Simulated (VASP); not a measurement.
The system is Cd2S.

```
Cd S
1.0
     3.90911    0.00000    0.00000
    -1.95456    3.38539    0.00000
     0.00000    0.00000    5.73068
Cd S
2 1
Direct
  0.33333 0.66667 0.93272
  0.66667 0.33333 0.57873
  0.33333 0.66667 0.36571
```

Base run:

```yaml
Program: VASP 6.6.1
Functional: PBE
Potentials_or_basis: VASP PAW PBE potentials, release 64 (Cd, S)
Cutoff: 520 eV
k_mesh: 8 × 8 × 5
Occupations: fermi-dirac, width 0.05 eV
Spin: no spin polarisation
```

Its results: band gap on the k mesh 0.21 eV, indirect (least direct gap 0.58 eV); pressure 2.1 GPa; largest force 0.105 eV/Å.

The run is repeated on the same cell with these changes: functional from PBE to PBEsol. What comes out?

Band gap on the k mesh 0.20 eV, indirect (least direct gap 0.58 eV); pressure -1.0 GPa; largest force 0.082 eV/Å.

PBEsol binds more tightly than PBE, so the same cell stands under less pressure.

Caveats: the PAW data sets were made with another functional, which shifts forces and pressure a little (some runs).

A k mesh can miss the band edges.
